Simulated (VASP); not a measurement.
Wanted: the native input for a VASP 6.6.1 run.

```
Task                   : single point
Functional             : PBE
Potentials or basis    : VASP PAW PBE potentials, release 64 (P, Ga_d, Sb)
Cutoff                 : 520 eV
k mesh                 : 8 × 8 × 8
Occupations            : fermi-dirac, width 0.02 eV
Spin                   : no spin polarisation
Dipole correction      : no
Further INCAR settings : ALGO = Normal; EDIFF = 1e-07; NBANDS = 36
```

The structure of Ga3SbP2 lies in POSCAR:

```
Ga3SbP2
1.0
   -2.0283036980      2.0283036980      8.6200958923
    2.0283036980     -2.0283036980      8.6200958923
    2.0283036980      2.0283036980     -8.6200958923
P Ga Sb
2 3 1
Direct
    0.1728049395      0.1728049395      0.0000000000
    0.8271950605      0.8271950605      0.0000000000
    0.7500000000      0.2500000000      0.5000000000
    0.4043513480      0.9043513480      0.5000000000
    0.0956486520      0.5956486520      0.5000000000
    0.5000000000      0.5000000000      0.0000000000
```

These files were run (other wordings do the same):

INCAR

```
PREC = Accurate
ENCUT = 520
EDIFF = 1E-7
ISMEAR = -1
SIGMA = 0.02
LREAL = False
LASPH = True
NELM = 100
ALGO = Normal
ISIF = 2
LWAVE = False
LCHARG = True
GGA = PE
LELF = True
LVHAR = True
NBANDS = 36
```

KPOINTS

```
Automatic mesh
0
Gamma
  8 8 8
```

Potentials or basis: VASP PAW PBE potentials, release 64 (P, Ga_d, Sb).

Command:

```console
$ cat potpaw_PBE.64/P/POTCAR potpaw_PBE.64/Ga_d/POTCAR potpaw_PBE.64/Sb/POTCAR > POTCAR
$ mpirun -np 1 vasp_std > vasp.out
```

Results of the run:

The pressure is 0.1 GPa and the largest force is 0.008 eV/Å. The band gap on the k mesh is 0.33 eV.

Caveat: spin-orbit coupling is left out, which moves the levels of the heavy elements.

It took 36 min on 1 thread of Oxide Virtual Turin-like Processor, with other jobs on the host, peak memory 0.8 GiB.
